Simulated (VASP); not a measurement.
# Co (P-3m1) in VASP: further runs

Aim: see how the results for Co move with the level of theory and the settings. Levels: LDA, r2SCAN. Tasks: single point.

Everything below comes from runs of VASP 6.6.1. Logs are shortened: lines on timing, memory, paths and dates and some standing lists are left out, and cuts for length are marked.

## (1) The cell of the first run

The structure is trigonal, space group P-3m1 (No. 164). The conventional cell has a = 2.536 Å, b = 2.536 Å, c = 4.143 Å, α = 90.00°, β = 90.00°, γ = 120.00°. Co (site symmetry 3m) has 12 Co at 2.47 to 2.60 Å within 3.3 Å.

## (2) Single point, LDA, collinear spin, ferromagnetic start (11.54 Å³/atom)

INCAR

```
PREC     = Accurate       # precision mode
ENCUT    = 520            # plane-wave cutoff, eV
EDIFF    = 1E-6           # SCF threshold, eV
ISMEAR   = -1             # smearing method
SIGMA    = 0.05           # smearing width, eV
LREAL    = F              # projectors in reciprocal space
LASPH    = T              # aspherical terms in the spheres
NELM     = 150            # most SCF steps
ALGO     = Normal         # electronic algorithm
ISIF     = 2              # what is computed and relaxed
LWAVE    = F              # write WAVECAR
LCHARG   = F              # write CHGCAR
ISPIN    = 2              # spin polarisation
MAGMOM   = 2 2            # initial moments
LORBIT   = 11             # projections on sites
LMAXMIX  = 4              # l up to which the mixer works
NBANDS   = 20             # bands
```

KPOINTS

```
Automatic mesh
0
Gamma
  12 12 7
```

POSCAR

```
Co
1.0
    2.5361491194      0.0000000000      0.0000000000
   -1.2680745597      2.1963695652      0.0000000000
    0.0000000000      0.0000000000      4.1429820789
Co
2
Direct
    0.3333333333      0.6666666667      0.7401390000
    0.6666666667      0.3333333333      0.2598610000
```

Potentials or basis: VASP PAW LDA potentials, release 64 (Co).

On the command line:

```console
$ cat potpaw_LDA.64/Co/POTCAR > POTCAR
$ mpirun -np 1 vasp_std > vasp.out
```

OUTCAR:

```text
PREC = Accurate
   ENCUT = 520
   EDIFF = 1E-6
   ISMEAR = -1
   LREAL = F
   LASPH = T
   NELM = 150
   ISIF = 2
   ISPIN = 2
   LORBIT = 11

 ion  position               nearest neighbor table
   1  0.333  0.667  0.740-   2 2.47   2 2.47   2 2.47   2 2.60   2 2.60   2 2.60
   2  0.667  0.333  0.260-   1 2.47   1 2.47   1 2.47   1 2.60   1 2.60   1 2.60

  LATTYP: Found a hexagonal cell.
 ALAT       =     2.5361491194
 C/A-ratio  =     1.6335719565

  Lattice vectors:

 A1 = (   2.5361491194,   0.0000000000,   0.0000000000)
 A2 = (  -1.2680745597,   2.1963695652,   0.0000000000)
 A3 = (   0.0000000000,   0.0000000000,   4.1429820789)

Analysis of symmetry for initial positions (statically):
=====================================================================
 Subroutine PRICEL returns:
 Original cell was already a primitive cell.

 Routine SETGRP: Setting up the symmetry group for a
 hexagonal supercell.

 Subroutine GETGRP returns: Found 12 space group operations
 (whereof 12 operations were pure point group operations)
 out of a pool of 24 trial point group operations.

The static configuration has the point symmetry D_3d.

Analysis of symmetry for dynamics (positions and initial velocities):
=====================================================================
 Subroutine PRICEL returns:
 Original cell was already a primitive cell.

 Routine SETGRP: Setting up the symmetry group for a
 hexagonal supercell.

 Subroutine GETGRP returns: Found 12 space group operations
 (whereof 12 operations were pure point group operations)
 out of a pool of 24 trial point group operations.

The dynamic configuration has the point symmetry D_3d.

Analysis of structural, dynamic, and magnetic symmetry:
=====================================================================
 Subroutine PRICEL returns:
 Original cell was already a primitive cell.

 Routine SETGRP: Setting up the symmetry group for a
 hexagonal supercell.

 Subroutine GETGRP returns: Found 12 space group operations
 (whereof 12 operations were pure point group operations)
 out of a pool of 24 trial point group operations.

The overall configuration has the point symmetry D_3d.

 Subroutine INISYM returns: Found 12 space group operations
 (whereof 12 operations are pure point group operations),
 and found     1 'primitive' translations

----------------------------------------------------------------------------------------

                                     Primitive cell

  volume of cell :      23.0777

  direct lattice vectors                    reciprocal lattice vectors
     2.536149119  0.000000000  0.000000000     0.394298581  0.227648392  0.000000000
    -1.268074560  2.196369565  0.000000000     0.000000000  0.455296784  0.000000000
     0.000000000  0.000000000  4.142982079     0.000000000  0.000000000  0.241372031

  length of vectors
     2.536149119  2.536149119  4.142982079     0.455296784  0.455296784  0.241372031

  position of ions in fractional coordinates (direct lattice)
     0.333333333  0.666666667  0.740139000
     0.666666667  0.333333333  0.259861000

  ion indices of the primitive-cell ions
   primitive index   ion index
                 1           1
                 2           2

----------------------------------------------------------------------------------------

 KPOINTS: Automatic mesh

Automatic generation of k-mesh.
 Grid dimensions read from file:
 generate k-points for:   12   12    7

 Generating k-lattice:

  Cartesian coordinates                     Fractional coordinates (reciprocal lattice)
     0.032858215  0.018970699  0.000000000     0.083333333  0.000000000  0.000000000
     0.000000000  0.037941399  0.000000000     0.000000000  0.083333333  0.000000000
     0.000000000  0.000000000  0.034481719     0.000000000  0.000000000  0.142857143

  Length of vectors
     0.037941399  0.037941399  0.034481719

  Shift w.r.t. Gamma in fractional coordinates (k-lattice)
     0.000000000  0.000000000  0.000000000

 Subroutine IBZKPT returns following result:
 ===========================================

 Found    112 irreducible k-points:

 Following reciprocal coordinates:
            Coordinates               Weight
  0.000000  0.000000  0.000000      1.000000
  0.083333 -0.000000  0.000000      6.000000
  0.166667 -0.000000  0.000000      6.000000
  0.250000  0.000000  0.000000      6.000000
  0.333333 -0.000000  0.000000      6.000000
  0.416667 -0.000000  0.000000      6.000000
[... 16 lines left out ...]
  0.166667 -0.000000  0.142857      6.000000
  0.000000  0.166667  0.142857      6.000000
 [... further k-points ...]
   k-points           NKPTS =    112   k-points in BZ     NKDIM =    112   number of bands    NBANDS=     20
   number of dos      NEDOS =    301   number of ions     NIONS =      2
   total plane-waves  NPLWV =  12800
   dimension x,y,z NGX =    20 NGY =   20 NGZ =   32
   dimension x,y,z NGXF=    40 NGYF=   40 NGZF=   64
   ions per type =               2
   NGX,Y,Z   is equivalent  to a cutoff of  13.11, 13.11, 12.84 a.u.
   NGXF,Y,Z  is equivalent  to a cutoff of  26.22, 26.22, 25.68 a.u.
 SYSTEM =  unknown system
   PREC   = accura    normal or accurate (medium, high low for compatibility)
   ISTART =      0    job   : 0-new  1-cont  2-samecut
   ICHARG =      2    charge: 1-file 2-atom 10-const
   ISPIN  =      2    spin polarized calculation?
   LNONCOLLINEAR =      F non collinear calculations
   LSORBIT =      F    spin-orbit coupling
   LASPH  =      T    aspherical Exc in radial PAW
   ENCUT  =  520.0 eV  38.22 Ry    6.18 a.u.   4.72  4.72  7.70*2*pi/ulx,y,z
   NELM   =    150;   NELMIN=  2; NELMDL= -5     # of ELM steps
   EDIFF  = 0.1E-05   stopping-criterion for ELM
   LREAL  =      F    real-space projection
   EDIFFG = 0.1E-04   stopping-criterion for IOM
   NSW    =      0    number of steps for IOM
   IBRION =     -1    ionic relax: 0-MD 1-quasi-New 2-CG
   NFREE  =      0    steps in history (QN), initial steepest desc. (CG)
   ISIF   =      2    stress and relaxation
   ISYM   =      2    0-nonsym 1-usesym 2-fastsym
   POTIM  = 0.5000    time-step for ionic-motion
   TEBEG  =    0.0;   TEEND  =   0.0 temperature during run
   PSTRESS=    0.0 pullay stress
   NELECT =      18.0000    total number of electrons
   NUPDOWN=      -1.0000    fix difference up-down
   EMIN   =  10.00;   EMAX   =-10.00  energy-range for DOS
   EFERMI =   0.00;   METHOD = LEGACY
   ISMEAR =    -1;   SIGMA  =   0.05  broadening in eV -4-tet -1-fermi 0-gaus
   EFERMI_NEDOS =   21; number of points for ismear=-14 and -15
   IALGO  =     38    algorithm
   IMIX   =      4    mixing-type and parameters
     AMIX     =   0.40;   BMIX     =  1.00
     AMIX_MAG =   1.60;   BMIX_MAG =  1.00
  volume/ion in A,a.u.               =      11.54        77.87
  Fermi-wavevector in a.u.,A,eV,Ry     =   1.506958  2.847738 30.897789  2.270923
  Thomas-Fermi vector in A             =   2.617607
   LORBIT       =     11    0 simple, 1 ext, 2 COOP (PROOUT), +10 PAW based schemes
   GGA     = CA    functional components
   LHFCALC =     F    Hartree Fock is set to
   AEXX    =    0.0000 exact exchange contribution
   IVDW    =     0    specifies the selected vdW correction
   LEPSILON=     F    determine dielectric tensor
   LRPA    =     F    only Hartree local field effects (RPA)
 spin polarized calculation
  energy-cutoff  :      520.00
  volume of cell :       23.08
 maximum number of plane-waves:       640
 NGX is ok and might be reduce to    20
   NGX =  9   NGY =  9   NGZ = 15

 number of electron      17.9999995 magnetization       3.2269881

 Free energy of the ion-electron system (eV)
  ---------------------------------------------------
  ext. energy  EPLUGINS =         0.00000000
  ---------------------------------------------------
  free energy    TOTEN  =       -15.92777006 eV

  energy without entropy =      -15.91055764  energy(sigma->0) =      -15.91916385

 E-fermi :   9.0597     XC(G=0): -13.3760

 val. band max:        9.0588768463   @ k =  -0.1667   0.4167   0.4286
 cond. band min:       9.0627635258   @ k =  -0.0833   0.5000   0.4286
 fundamental gap:      0.0038866795
 Fermi energy:         9.0597300750

 spin component 1

 k-point     1 :       0.0000    0.0000    0.0000
  band No.  band energies     occupation
      1       0.5007      1.00000
      2       4.2469      1.00000
      3       6.6175      1.00000
      4       6.6780      1.00000
      5       6.6780      1.00000
      6       6.9429      1.00000
[... 12 lines left out ...]
     19      34.0735      0.00000
     20      34.0735      0.00000

 k-point     2 :       0.0833   -0.0000    0.0000
  band No.  band energies     occupation
      1       0.7344      1.00000
      2       4.3886      1.00000
      3       6.4444      1.00000
      4       6.7827      1.00000
      5       6.8145      1.00000
      6       6.8958      1.00000
[... 12 lines left out ...]
     19      35.5891      0.00000
     20      36.3048      0.00000
[... 465 lines left out ...]
      3       6.1383      1.00000
      4       6.3302      1.00000
      5       6.7340      1.00000
      6       6.9143      1.00000
[... 12 lines left out ...]
     19      34.6689      0.00000
     20      35.4810      0.00000

 k-point    24 :       0.0000    0.1667    0.1429
  band No.  band energies     occupation
      1       1.5917      1.00000
      2       4.7301      1.00000
      3       6.1944      1.00000
      4       6.3717      1.00000
      5       6.6299      1.00000
      6       6.9568      1.00000
[... 12 lines left out ...]
     19      34.4853      0.00000
     20      35.4449      0.00000

 [... further k-points ...]

 spin component 2

 k-point     1 :       0.0000    0.0000    0.0000
  band No.  band energies     occupation
      1       0.6738      1.00000
      2       5.1679      1.00000
      3       8.0705      1.00000
      4       8.1575      1.00000
      5       8.1575      1.00000
      6       8.4487      1.00000
[... 12 lines left out ...]
     19      34.4929      0.00000
     20      34.4929      0.00000

 k-point     2 :       0.0833   -0.0000    0.0000
  band No.  band energies     occupation
      1       0.9084      1.00000
      2       5.3273      1.00000
      3       7.8709      1.00000
      4       8.2720      1.00000
      5       8.2893      1.00000
      6       8.3540      1.00000
[... 12 lines left out ...]
     19      35.7175      0.00000
     20      36.7174      0.00000
[... 465 lines left out ...]
      3       7.2767      1.00000
      4       7.6484      1.00000
      5       8.2156      1.00000
      6       8.3967      1.00000
[... 12 lines left out ...]
     19      34.9823      0.00000
     20      35.8734      0.00000

 k-point    24 :       0.0000    0.1667    0.1429
  band No.  band energies     occupation
      1       1.7746      1.00000
      2       5.6350      1.00000
      3       7.3525      1.00000
      4       7.6362      1.00000
      5       8.0833      1.00000
      6       8.4593      0.99999
[... 12 lines left out ...]
     19      34.8109      0.00000
     20      35.8305      0.00000

 [... further k-points ...]
[... 5 lines left out ...]
  --------------------------------------------------------------------------------------
  -------------------------------------------------------------------------------------
  Total       -3.7779994     -3.7779994     -4.1436188      0.0000000      0.0000000      0.0000000
  in kB     -262.2884750   -262.2884750   -287.6716846      0.0000000      0.0000000      0.0000000
  external PRESSURE =    -270.7495449 kB  Pullay stress =       0.0000000 kB

 VOLUME and BASIS-vectors are now :
 -----------------------------------------------------------------------------
  energy-cutoff  :      520.00
  volume of cell :       23.08
      direct lattice vectors                 reciprocal lattice vectors
     2.536149119  0.000000000  0.000000000     0.394298581  0.227648392  0.000000000
    -1.268074560  2.196369565  0.000000000     0.000000000  0.455296784  0.000000000
     0.000000000  0.000000000  4.142982079     0.000000000  0.000000000  0.241372031

 POSITION                                       TOTAL-FORCE (eV/Angst)
 -----------------------------------------------------------------------------------
     -0.00000      1.46425      3.06638         0.000000      0.000000      0.234083
      1.26807      0.73212      1.07660        -0.000000      0.000000     -0.234083
 -----------------------------------------------------------------------------------
    total drift:                               -0.000000      0.000000      0.000000

  FREE ENERGIE OF THE ION-ELECTRON SYSTEM (eV)
  ---------------------------------------------------
  free  energy   TOTEN  =       -15.9277700637 eV

  energy  without entropy=      -15.9105576410  energy(sigma->0) =      -15.91916385

 total charge

# of ion       s       p       d       tot
------------------------------------------
    1        0.466   0.467   7.244   8.177
    2        0.466   0.467   7.244   8.177
--------------------------------------------------
tot          0.932   0.934  14.488  16.354

 magnetization (x)

# of ion       s       p       d       tot
------------------------------------------
    1       -0.012  -0.037   1.673   1.624
    2       -0.012  -0.037   1.673   1.624
--------------------------------------------------
tot         -0.024  -0.074   3.346   3.248
```

Run time: 2.2 min. Hardware: 1 thread of Intel Xeon 8259CL, shared host; peak memory 0.19 GiB.

Results:

* Free energy: -15.9278 eV
* Pressure: -27.1 GPa
* Largest force: 0.234 eV/Å
* Net moment: 3.23 μB per cell
* Site moments: Co +1.62 μB
* Valence electrons inside the program's atomic spheres: Co 8.18

Forces in eV/Å, atoms in the order of the input:
```
Co   0.000  0.000  0.234
Co   0.000  0.000 -0.234
```

Caveat: the cell stands under tension.

## (3) Single point, r2SCAN, collinear spin, ferromagnetic start

This run uses another cell than the first one, of 11.32 Å³/atom.

POSCAR

```
Co
1.0
    2.5200971126      0.0000000000      0.0000000000
   -1.2600485563      2.1824681195      0.0000000000
    0.0000000000      0.0000000000      4.1167599708
Co
2
Direct
    0.3333333333      0.6666666667      0.7401390000
    0.6666666667      0.3333333333      0.2598610000
```

INCAR.step1

```
SYSTEM = Co
  PREC = Accurate
  ENCUT = 520
  ISMEAR = -1
  SIGMA = 0.05
  LREAL = .False.
  LASPH = .True.
  NELM = 150
  ISPIN = 2
  MAGMOM = 2 2
  LMAXMIX = 4
  NBANDS = 20
  GGA = PE
  ALGO = Normal
  EDIFF = 1E-4
  LWAVE = .True.
  LCHARG = .False.
```

INCAR.step2

```
SYSTEM = Co
  PREC = Accurate
  ENCUT = 520
  EDIFF = 1E-7
  ISMEAR = -1
  SIGMA = 0.05
  LREAL = .False.
  LASPH = .True.
  NELM = 150
  ALGO = Normal
  ISIF = 2
  LWAVE = .False.
  LCHARG = .False.
  ISPIN = 2
  MAGMOM = 2 2
  LORBIT = 11
  LMAXMIX = 4
  METAGGA = R2SCAN
  LMIXTAU = .True.
  NBANDS = 20
  ISTART = 1
```

KPOINTS

```
regular mesh
0
Gamma
  12 12 7
  0 0 0
```

Potentials or basis: VASP PAW PBE potentials, release 64 (Co).

On the command line:

```console
$ cat potpaw_PBE.64/Co/POTCAR > POTCAR
$ cp INCAR.step1 INCAR
$ mpirun -np 1 vasp_std > vasp.out
$ cp INCAR.step2 INCAR
$ mpirun -np 1 vasp_std > vasp.out
```

Wall time 5.2 min (1 thread of Intel Xeon Platinum 8375C at 2.90GHz (Ice Lake), shared host); peak memory 0.21 GiB.

The run converged. Its results:

```yaml
Free_energy: -26.3813 eV
Pressure: -11.0 GPa
Largest_force: 0.073 eV/Å
Net_moment: 3.60 μB per cell
Site_moments: Co +1.87 μB
Valence_electrons_inside_the_program's_atomic_spheres: Co 8.22
```

Forces on the atoms (eV/Å):
```
Co   0.000  0.000  0.073
Co   0.000  0.000 -0.073
```

Stress tensor (GPa, compression positive):
```
-11.60   0.00   0.00
  0.00 -11.60   0.00
  0.00   0.00  -9.89
```

Levels at points of the mesh, in eV from the Fermi level:
Spin up:
```
           k point  band 7  band 8  band 9  band 10  band 11  band 12  band 13  band 14  band 15  band 16
(0.00, 0.00, 0.00)   -3.11   -2.82   -2.82    -1.79    -1.79    -0.35     5.55    22.37    24.60    24.60
(0.50, 0.00, 0.00)   -2.96   -1.75   -1.62    -1.38     0.72     2.78     9.18    10.15    12.14    13.53
```
Spin down:
```csv
k point,band 5,band 6,band 7,band 8,band 9,band 10
"(0.00, 0.00, 0.00)",-0.86,-0.75,-0.71,-0.71,0.26,0.26
"(0.50, 0.00, 0.00)",-1.03,-0.95,-0.60,1.21,1.33,1.70
```

Caveat: the cell stands under tension; the PAW data sets were made with another functional, which shifts forces and pressure a little.
